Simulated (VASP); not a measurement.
TaN: electric field gradients with LDA

TaN:

```
CELL_PARAMETERS angstrom
2.87802 0.00000 0.00000
-1.43901 2.49244 0.00000
0.00000 0.00000 2.82415
ATOMIC_POSITIONS crystal
Ta 0.33333 0.66667 0.50000
N 0.00000 0.00000 0.00000
```

This cell differs from its parent crystal: volume scaled by 0.94.

```
Program                : VASP 6.6.1
Task                   : electric field gradients
Functional             : LDA
Potentials or basis    : VASP PAW LDA potentials, release 64 (Ta_pv, N)
Cutoff                 : 520 eV
k mesh                 : 12 × 12 × 10
Occupations            : fermi-dirac, width 0.02 eV
Spin                   : no spin polarisation
Dipole correction      : no
Further INCAR settings : ALGO = Normal; EDIFF = 1e-08; NBANDS = 15
```

```yaml
Pressure: 14.2 GPa
Band_gap_on_the_k_mesh: zero (band 8 reaches 9.18 eV, above the bottom of band 9 at 8.65 eV)
```

Stress tensor (GPa, compression positive):
```
13.74  0.00  0.00
 0.00 13.74  0.00
 0.00  0.00 15.26
```

Levels at points of the mesh, in eV from the Fermi level:
| k point | band 4 | band 5 | band 6 | band 7 | band 8 | band 9 | band 10 | band 11 | band 12 | band 13 |
| --- | --- | --- | --- | --- | --- | --- | --- | --- | --- | --- |
| (0.00, 0.00, 0.00) | -18.10 | -4.91 | -4.91 | -4.59 | -3.03 | 2.75 | 3.78 | 3.78 | 4.21 | 4.21 |
| (0.50, 0.00, 0.00) | -15.51 | -8.67 | -5.59 | -3.83 | -3.33 | 3.11 | 4.32 | 5.46 | 5.65 | 8.09 |
| (0.00, 0.00, 0.50) | -15.00 | -9.77 | -4.05 | -4.05 | -0.23 | -0.23 | 2.53 | 3.37 | 3.37 | 8.76 |
| (0.50, 0.00, 0.50) | -16.01 | -7.74 | -6.45 | -6.13 | -0.23 | 4.56 | 5.73 | 6.54 | 7.54 | 10.99 |

Electric field gradients, principal values (V/Å²):
| atom | least | middle | greatest (by size) |
| --- | --- | --- | --- |
| 1 Ta | -4.324 | -4.325 | 8.649 |
| 2 N | 0.487 | 0.489 | -0.976 |

Wall time 23 s on 1 thread of Intel Xeon 6975P-C, on a shared host, peak memory 0.16 GiB.

Caveat: without QUAD_EFG the Cq values of the log hold for a quadrupole moment of 1 mb, not for the nuclei; spin-orbit coupling is left out, which moves the levels of the heavy elements.
